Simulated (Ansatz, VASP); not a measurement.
## One calculation of Pt, two programs

```
CELL_PARAMETERS angstrom
2.84294 0.00000 0.00000
-1.42147 2.46206 0.00000
0.00000 0.00000 9.48318
ATOMIC_POSITIONS crystal
Pt 0.00000 0.00000 0.00000
Pt 0.00000 0.00000 0.50000
Pt 0.33333 0.66667 0.25000
Pt 0.66667 0.33333 0.75000
```

Alike in both runs: task single point; functional LDA; k mesh 17 × 17 × 5; occupations fermi-dirac, width 0.1 eV; no spin polarisation.

```csv
,VASP,Ansatz
version,VASP 6.6.1,Ansatz 0.2.0
potentials or method,"VASP PAW LDA potentials, release 64 (Pt), cutoff 520 eV","plane waves (420 eV) with PAW, scalar-relativistic"
valence electrons in the cell,40,72
```

Ansatz gave:

```
pressure (GPa)                                                : -25.3
traceless stress, the component that is largest in VASP (GPa) : 0.77
```

Which values does VASP return?

Pressure (GPa): -24.8; traceless stress, the component that is largest in VASP (GPa): 0.66.

Ansatz warns that its potentials were made for another functional, while VASP's fit it. LDA's correlation is that of Perdew and Zunger in VASP and of Perdew and Wang (1992) in Ansatz. VASP's potentials hold 40 valence electrons a cell and Ansatz's 72, so a difference there can come from the potentials and not from the codes.

Spin-orbit coupling is off throughout.
